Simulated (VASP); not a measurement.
# Ga3I2 (R-3c) in VASP: further runs

Ga3I2 is run at these levels: PBE; tasks: single point.

Program: VASP 6.6.1. These are calculated values, not measurements. Logs are shortened: lines on timing, memory, paths and dates and some standing lists are left out, and cuts for length are marked.

**1. The cell of the first run**

It takes space group R-3c (No. 167, trigonal). Conventional cell: a = 7.086 Å, b = 7.086 Å, c = 19.347 Å, α = 90.00°, β = 90.00°, γ = 120.00°. Within 3.6 Å of Ga (site symmetry 2) lie 4 I at 2.76 to 2.94 Å. I (site symmetry 3) has 6 Ga at 2.76 to 2.94 Å within 3.6 Å.

**2. Single point, PBE**

The input, INCAR:

```
PREC     = Accurate       # precision mode
ENCUT    = 520            # plane-wave cutoff, eV
EDIFF    = 1E-7           # SCF threshold, eV
ISMEAR   = 0              # smearing method
SIGMA    = 0.1            # smearing width, eV
LREAL    = False          # projectors in reciprocal space
LASPH    = True           # aspherical terms in the spheres
NELM     = 60             # most SCF steps
ALGO     = Normal         # electronic algorithm
ISIF     = 2              # what is computed and relaxed
LWAVE    = False          # write WAVECAR
LCHARG   = False          # write CHGCAR
GGA      = PE             # functional
NBANDS   = 64             # bands
```

The input, KPOINTS:

```
regular mesh
0
Gamma
  3 3 3
```

The input, POSCAR:

```
Ga3I2
1.0
    3.5430369830      2.0455733559      6.4488593691
   -3.5430369830      2.0455733559      6.4488593691
    0.0000000000     -4.0911467119      6.4488593691
Ga I
6 4
Direct
    0.0562500000      0.4437500000      0.7500000000
    0.7500000000      0.0562500000      0.4437500000
    0.4437500000      0.7500000000      0.0562500000
    0.9437500000      0.5562500000      0.2500000000
    0.2500000000      0.9437500000      0.5562500000
    0.5562500000      0.2500000000      0.9437500000
    0.8521800000      0.8521800000      0.8521800000
    0.6478200000      0.6478200000      0.6478200000
    0.1478200000      0.1478200000      0.1478200000
    0.3521800000      0.3521800000      0.3521800000
```

Potentials or basis: VASP PAW PBE potentials, release 64 (Ga_d, I).

The run is started by

```console
$ cat potpaw_PBE.64/Ga_d/POTCAR potpaw_PBE.64/I/POTCAR > POTCAR
$ mpirun -np 1 vasp_std > vasp.out
```

OUTCAR:

```text
PREC = Accurate
   ENCUT = 520
   EDIFF = 1E-7
   ISMEAR = 0
   LREAL = False
   LASPH = True
   NELM = 60
   ISIF = 2
   GGA = PE

 ion  position               nearest neighbor table
   1  0.056  0.444  0.750-   9 2.76  10 2.76   7 2.94   8 2.94
   2  0.750  0.056  0.444-  10 2.76   9 2.76   8 2.94   7 2.94
   3  0.444  0.750  0.056-   9 2.76  10 2.76   7 2.94   8 2.94
   4  0.944  0.556  0.250-   7 2.76   8 2.76   9 2.94  10 2.94
   5  0.250  0.944  0.556-   8 2.76   7 2.76  10 2.94   9 2.94
   6  0.556  0.250  0.944-   7 2.76   8 2.76   9 2.94  10 2.94
   7  0.852  0.852  0.852-   6 2.76   5 2.76   4 2.76   1 2.94   3 2.94   2 2.94
   8  0.648  0.648  0.648-   5 2.76   6 2.76   4 2.76   1 2.94   2 2.94   3 2.94
   9  0.148  0.148  0.148-   3 2.76   2 2.76   1 2.76   4 2.94   6 2.94   5 2.94
  10  0.352  0.352  0.352-   2 2.76   3 2.76   1 2.76   4 2.94   5 2.94   6 2.94

  LATTYP: Found a trigonal (rhomboedric) cell.
 ALAT       =     7.6370981780
 COS(alpha) =     0.5695481095

  Lattice vectors:

 A1 = (   3.5430369830,   2.0455733559,   6.4488593691)
 A2 = (  -3.5430369830,   2.0455733559,   6.4488593691)
 A3 = (   0.0000000000,  -4.0911467119,   6.4488593691)

Analysis of symmetry for initial positions (statically):
=====================================================================
 Subroutine PRICEL returns:
 Original cell was already a primitive cell.

 Routine SETGRP: Setting up the symmetry group for a
 trigonal (rhombohedral) supercell.

 Subroutine GETGRP returns: Found 12 space group operations
 (whereof  6 operations were pure point group operations)
 out of a pool of 12 trial point group operations.

The static configuration has the point symmetry S_6 .
 The point group associated with its full space group is D_3d.

Analysis of symmetry for dynamics (positions and initial velocities):
=====================================================================
 Subroutine PRICEL returns:
 Original cell was already a primitive cell.

 Routine SETGRP: Setting up the symmetry group for a
 trigonal (rhombohedral) supercell.

 Subroutine GETGRP returns: Found 12 space group operations
 (whereof  6 operations were pure point group operations)
 out of a pool of 12 trial point group operations.

The dynamic configuration has the point symmetry S_6 .
 The point group associated with its full space group is D_3d.

 Subroutine INISYM returns: Found 12 space group operations
 (whereof  6 operations are pure point group operations),
 and found     1 'primitive' translations

----------------------------------------------------------------------------------------

                                     Primitive cell

  volume of cell :     280.4303

  direct lattice vectors                    reciprocal lattice vectors
     3.543036983  2.045573356  6.448859369     0.141121869  0.081476749  0.051688727
    -3.543036983  2.045573356  6.448859369    -0.141121869  0.081476749  0.051688727
     0.000000000 -4.091146712  6.448859369     0.000000000 -0.162953498  0.051688727

  length of vectors
     7.637098178  7.637098178  7.637098178     0.170954868  0.170954868  0.170954868

  position of ions in fractional coordinates (direct lattice)
     0.056250000  0.443750000  0.750000000
     0.750000000  0.056250000  0.443750000
     0.443750000  0.750000000  0.056250000
     0.943750000  0.556250000  0.250000000
     0.250000000  0.943750000  0.556250000
     0.556250000  0.250000000  0.943750000
     0.852180000  0.852180000  0.852180000
     0.647820000  0.647820000  0.647820000
     0.147820000  0.147820000  0.147820000
     0.352180000  0.352180000  0.352180000

  ion indices of the primitive-cell ions
   primitive index   ion index
                 1           1
                 2           2
                 3           3
                 4           4
                 5           5
                 6           6
                 7           7
                 8           8
                 9           9
                10          10

----------------------------------------------------------------------------------------

 KPOINTS: regular mesh

Automatic generation of k-mesh.
 Grid dimensions read from file:
 generate k-points for:    3    3    3

 Generating k-lattice:

  Cartesian coordinates                     Fractional coordinates (reciprocal lattice)
     0.047040623  0.027158916  0.017229576     0.333333333 -0.000000000  0.000000000
    -0.047040623  0.027158916  0.017229576    -0.000000000  0.333333333  0.000000000
     0.000000000 -0.054317833  0.017229576     0.000000000  0.000000000  0.333333333

  Length of vectors
     0.056984956  0.056984956  0.056984956

  Shift w.r.t. Gamma in fractional coordinates (k-lattice)
     0.000000000  0.000000000  0.000000000

 Subroutine IBZKPT returns following result:
 ===========================================

 Found      6 irreducible k-points:

 Following reciprocal coordinates:
            Coordinates               Weight
  0.000000  0.000000  0.000000      1.000000
  0.333333 -0.000000 -0.000000      6.000000
  0.333333  0.333333 -0.000000      6.000000
 -0.333333  0.333333  0.000000      6.000000
  0.333333  0.333333  0.333333      2.000000
 -0.333333  0.333333  0.333333      6.000000
   k-points           NKPTS =      6   k-points in BZ     NKDIM =      6   number of bands    NBANDS=     64
   number of dos      NEDOS =    301   number of ions     NIONS =     10
   total plane-waves  NPLWV = 216000
   dimension x,y,z NGX =    60 NGY =   60 NGZ =   60
   dimension x,y,z NGXF=   120 NGYF=  120 NGZF=  120
   ions per type =               6   4
   NGX,Y,Z   is equivalent  to a cutoff of  13.06, 13.06, 13.06 a.u.
   NGXF,Y,Z  is equivalent  to a cutoff of  26.12, 26.12, 26.12 a.u.
 SYSTEM =  unknown system
   PREC   = accura    normal or accurate (medium, high low for compatibility)
   ISTART =      0    job   : 0-new  1-cont  2-samecut
   ICHARG =      2    charge: 1-file 2-atom 10-const
   ISPIN  =      1    spin polarized calculation?
   LNONCOLLINEAR =      F non collinear calculations
   LSORBIT =      F    spin-orbit coupling
   LASPH  =      T    aspherical Exc in radial PAW
   ENCUT  =  520.0 eV  38.22 Ry    6.18 a.u.  14.20 14.20 14.20*2*pi/ulx,y,z
   NELM   =     60;   NELMIN=  2; NELMDL= -5     # of ELM steps
   EDIFF  = 0.1E-06   stopping-criterion for ELM
   LREAL  =      F    real-space projection
   EDIFFG = 0.1E-05   stopping-criterion for IOM
   NSW    =      0    number of steps for IOM
   IBRION =     -1    ionic relax: 0-MD 1-quasi-New 2-CG
   NFREE  =      0    steps in history (QN), initial steepest desc. (CG)
   ISIF   =      2    stress and relaxation
   ISYM   =      2    0-nonsym 1-usesym 2-fastsym
   POTIM  = 0.5000    time-step for ionic-motion
   TEBEG  =    0.0;   TEEND  =   0.0 temperature during run
   PSTRESS=    0.0 pullay stress
   NELECT =     106.0000    total number of electrons
   NUPDOWN=      -1.0000    fix difference up-down
   EMIN   =  10.00;   EMAX   =-10.00  energy-range for DOS
   EFERMI =   0.00;   METHOD = LEGACY
   ISMEAR =     0;   SIGMA  =   0.10  broadening in eV -4-tet -1-fermi 0-gaus
   EFERMI_NEDOS =   21; number of points for ismear=-14 and -15
   IALGO  =     38    algorithm
   IMIX   =      4    mixing-type and parameters
     AMIX     =   0.40;   BMIX     =  1.00
     AMIX_MAG =   1.60;   BMIX_MAG =  1.00
  volume/ion in A,a.u.               =      28.04       189.24
  Fermi-wavevector in a.u.,A,eV,Ry     =   1.183682  2.236835 19.063174  1.401104
  Thomas-Fermi vector in A             =   2.319912
   LORBIT       =      0    0 simple, 1 ext, 2 COOP (PROOUT), +10 PAW based schemes
   GGA     = PE    functional components
   LHFCALC =     F    Hartree Fock is set to
   AEXX    =    0.0000 exact exchange contribution
   IVDW    =     0    specifies the selected vdW correction
   LEPSILON=     F    determine dielectric tensor
   LRPA    =     F    only Hartree local field effects (RPA)
 non-spin polarized calculation
 Gauss-broadening in eV      SIGMA  =   0.10
  energy-cutoff  :      520.00
  volume of cell :      280.43
 maximum number of plane-waves:      7557
 NGX is ok and might be reduce to    60
   NGX = 29   NGY = 29   NGZ = 29

 number of electron     106.0000022 magnetization

 Free energy of the ion-electron system (eV)
  ---------------------------------------------------
  ext. energy  EPLUGINS =         0.00000000
  ---------------------------------------------------
  free energy    TOTEN  =       -18.11533774 eV

  energy without entropy =      -18.07367286  energy(sigma->0) =      -18.09450530

 E-fermi :   5.6900     XC(G=0):  -9.2725

 val. band max:        5.6775007385   @ k =  -0.3333   0.3333   0.3333
 cond. band min:       5.6960944890   @ k =   0.3333   0.3333   0.3333
 fundamental gap:      0.0185937505
 Fermi energy:         5.6899604049

 k-point     1 :       0.0000    0.0000    0.0000
  band No.  band energies     occupation
      1     -10.1397      2.00000
      2     -10.0676      2.00000
      3      -9.9741      2.00000
      4      -9.8798      2.00000
      5      -9.6860      2.00000
      6      -9.6860      2.00000
[... 56 lines left out ...]
     63       8.8672      0.00000
     64       8.9513      0.00000

 k-point     2 :       0.3333   -0.0000   -0.0000
  band No.  band energies     occupation
      1     -10.0674      2.00000
      2     -10.0431      2.00000
      3      -9.9981      2.00000
      4      -9.9490      2.00000
      5      -9.6782      2.00000
      6      -9.6751      2.00000
[... 257 lines left out ...]
     63       8.8499      0.00000
     64       9.1743      0.00000

 k-point     6 :      -0.3333    0.3333    0.3333
  band No.  band energies     occupation
      1     -10.0256      2.00000
      2     -10.0202      2.00000
      3     -10.0013      2.00000
      4      -9.9950      2.00000
      5      -9.6844      2.00000
      6      -9.6747      2.00000
[... 56 lines left out ...]
     63       8.6388      0.00000
     64       8.9332      0.00000

------------------------ aborting loop because EDIFF is reached ----------------------------------------

  FORCE on cell =-STRESS in cart. coord.  units (eV):
  Direction    XX          YY          ZZ          XY          YZ          ZX
  --------------------------------------------------------------------------------------
  -------------------------------------------------------------------------------------
  Total       22.7555559     22.7555559     17.8587549      0.0000000     -0.0000000     -0.0000000
  in kB      130.0089141    130.0089141    102.0321076      0.0000000     -0.0000000     -0.0000000
  external PRESSURE =     120.6833120 kB  Pullay stress =       0.0000000 kB

 VOLUME and BASIS-vectors are now :
 -----------------------------------------------------------------------------
  energy-cutoff  :      520.00
  volume of cell :      280.43
      direct lattice vectors                 reciprocal lattice vectors
     3.543036983  2.045573356  6.448859369     0.141121869  0.081476749  0.051688727
    -3.543036983  2.045573356  6.448859369    -0.141121869  0.081476749  0.051688727
     0.000000000 -4.091146712  6.448859369     0.000000000 -0.162953498  0.051688727

 POSITION                                       TOTAL-FORCE (eV/Angst)
 -----------------------------------------------------------------------------------
     -1.37293     -2.04557      8.06107        -0.352282     -0.000000     -0.000000
      2.45798     -0.16620      8.06107         0.176141     -0.305085      0.000000
     -1.08506      2.21178      8.06107         0.176141      0.305085      0.000000
      1.37293      2.04557     11.28550         0.352282     -0.000000     -0.000000
     -2.45798      0.16620     11.28550        -0.176141      0.305085      0.000000
      1.08506     -2.21178     11.28550        -0.176141     -0.305085      0.000000
      0.00000     -0.00000     16.48677         0.000000      0.000000     -0.343052
      0.00000     -0.00000     12.53310         0.000000     -0.000000      0.343052
      0.00000     -0.00000      2.85981         0.000000     -0.000000      0.343052
      0.00000     -0.00000      6.81348         0.000000      0.000000     -0.343052
 -----------------------------------------------------------------------------------
    total drift:                               -0.000000     -0.000000      0.000000

  FREE ENERGIE OF THE ION-ELECTRON SYSTEM (eV)
  ---------------------------------------------------
  free  energy   TOTEN  =       -18.1153377423 eV

  energy  without entropy=      -18.0736728557  energy(sigma->0) =      -18.09450530
```

It took 2.6 min on 1 thread of Intel Xeon Platinum 8375C at 2.90GHz (Ice Lake), shared host; peak memory 0.5 GiB.

Results:

| Quantity | Value |
| --- | --- |
| Free energy | -18.1153 eV |
| Pressure | 12.1 GPa |
| Largest force | 0.352 eV/Å |
| Band gap on the k mesh | zero (band 53 reaches 6.02 eV, above the bottom of band 54 at 5.68 eV) |

Forces in eV/Å, atoms in the order of the input:
```
Ga  -0.352  0.000  0.000
Ga   0.176 -0.305  0.000
Ga   0.176  0.305  0.000
Ga   0.352  0.000  0.000
Ga  -0.176  0.305  0.000
Ga  -0.176 -0.305  0.000
I    0.000  0.000 -0.343
I    0.000  0.000  0.343
I    0.000  0.000  0.343
I    0.000  0.000 -0.343
```

Stress tensor (GPa, compression positive):
```
13.00  0.00  0.00
 0.00 13.00  0.00
 0.00  0.00 10.20
```

Levels at points of the mesh, in eV from the Fermi level:
```
           k point  band 50  band 51  band 52  band 53  band 54  band 55  band 56  band 57
(0.00, 0.00, 0.00)    -0.66    -0.66     0.03     0.33     1.00     1.00     1.15     1.15
```

Caveat: spin-orbit coupling is left out, which moves the levels of the heavy elements.

**3. Single point, PBE**

This run uses another cell than the first one, of 36.38 Å³/atom, 1.297 times its volume.

The input, INCAR:

```
SYSTEM = Ga3I2
PREC = Accurate
ENCUT = 520
EDIFF = 1E-6
ISMEAR = 0
SIGMA = 0.1
LREAL = .False.
LASPH = .True.
NELM = 60
ALGO = Normal
ISIF = 2
LWAVE = .False.
LCHARG = .True.
GGA = PE
LELF = .True.
LVHAR = .True.
NBANDS = 64
```

The input, KPOINTS:

```
Automatic mesh
0
Gamma
  3 3 3
  0 0 0
```

The input, POSCAR:

```
Ga3I2
1.0
    3.8703369497      2.2345400798      7.0109548946
   -3.8703369497      2.2345400798      7.0109548946
    0.0000000000     -4.4690801596      7.0109548946
Ga I
6 4
Direct
   -0.0329717044      0.5329717044      0.7500000000
    0.7500000000     -0.0329717044      0.5329717044
    0.5329717044      0.7500000000     -0.0329717044
    1.0329717044      0.4670282956      0.2500000000
    0.2500000000      1.0329717044      0.4670282956
    0.4670282956      0.2500000000      1.0329717044
    0.8950593887      0.8950593887      0.8950593887
    0.6049406113      0.6049406113      0.6049406113
    0.1049406113      0.1049406113      0.1049406113
    0.3950593887      0.3950593887      0.3950593887
```

Potentials or basis: VASP PAW PBE potentials, release 64 (Ga_d, I).

The run is started by

```console
$ cat potpaw_PBE.64/Ga_d/POTCAR potpaw_PBE.64/I/POTCAR > POTCAR
$ mpirun -np 1 vasp_std > vasp.out
```

OUTCAR:

```text
SYSTEM = Ga3I2
   PREC = Accurate
   ENCUT = 520
   EDIFF = 1E-6
   ISMEAR = 0
   LREAL = .False.
   LASPH = .True.
   NELM = 60
   ISIF = 2
   GGA = PE

 ion  position               nearest neighbor table
   1  0.967  0.533  0.750-   2 2.91   3 2.91   9 3.16  10 3.16
   2  0.750  0.967  0.533-   1 2.91   3 2.91  10 3.16   9 3.16
   3  0.533  0.750  0.967-   1 2.91   2 2.91   9 3.16  10 3.16
   4  0.033  0.467  0.250-   5 2.91   6 2.91   7 3.16   8 3.16
   5  0.250  0.033  0.467-   4 2.91   6 2.91   8 3.16   7 3.16
   6  0.467  0.250  0.033-   4 2.91   5 2.91   7 3.16   8 3.16
[... 605 lines left out ...]
  in kB       -0.3583598     -0.3583598     -1.1950740      0.0000000     -0.0000000      0.0000000
  external PRESSURE =      -0.6372645 kB  Pullay stress =       0.0000000 kB

 VOLUME and BASIS-vectors are now :
 -----------------------------------------------------------------------------
  energy-cutoff  :      520.00
  volume of cell :      363.80
      direct lattice vectors                 reciprocal lattice vectors
     3.870336950  2.234540080  7.010954895     0.129187718  0.074586564  0.047544641
    -3.870336950  2.234540080  7.010954895    -0.129187718  0.074586564  0.047544641
     0.000000000 -4.469080160  7.010954895     0.000000000 -0.149173128  0.047544641

 POSITION                                       TOTAL-FORCE (eV/Angst)
 -----------------------------------------------------------------------------------
      1.67995      0.00000     15.77465         0.006324      0.000000     -0.000000
     -0.83997      1.45488     15.77465        -0.003162      0.005477      0.000000
     -0.83997     -1.45488     15.77465        -0.003162     -0.005477      0.000000
     -1.67995      0.00000      5.25822        -0.006324      0.000000      0.000000
      0.83997     -1.45488      5.25822         0.003162     -0.005477      0.000000
      0.83997      1.45488      5.25822         0.003162      0.005477      0.000000
      0.00000      0.00000     18.82566        -0.000000      0.000000     -0.011569
      0.00000      0.00000     12.72363        -0.000000      0.000000      0.011569
      0.00000      0.00000      2.20720        -0.000000      0.000000      0.011569
      0.00000      0.00000      8.30923        -0.000000      0.000000     -0.011569
 -----------------------------------------------------------------------------------
    total drift:                                0.000000      0.000000     -0.000000

  FREE ENERGIE OF THE ION-ELECTRON SYSTEM (eV)
  ---------------------------------------------------
  free  energy   TOTEN  =       -23.2486047113 eV

  energy  without entropy=      -23.2112129537  energy(sigma->0) =      -23.22990883
```

Run time: 3.1 min. Hardware: 1 thread of Intel Xeon Platinum 8375C at 2.90GHz (Ice Lake), shared host; peak memory 0.62 GiB.

What came out:

```
Free energy            : -23.2486 eV
Pressure               : -0.1 GPa
Largest force          : 0.012 eV/Å
Band gap on the k mesh : zero (band 53 reaches 3.55 eV, above the bottom of band 54 at 3.20 eV)
```

Forces on the atoms (eV/Å):
```
Ga   0.006  0.000  0.000
Ga  -0.003  0.005  0.000
Ga  -0.003 -0.005  0.000
Ga  -0.006  0.000  0.000
Ga   0.003 -0.005  0.000
Ga   0.003  0.005  0.000
I    0.000  0.000 -0.012
I    0.000  0.000  0.012
I    0.000  0.000  0.012
I    0.000  0.000 -0.012
```

Stress tensor (GPa, compression positive):
```
-0.04  0.00  0.00
 0.00 -0.04  0.00
 0.00  0.00 -0.12
```

Caveat: spin-orbit coupling is left out, which moves the levels of the heavy elements.
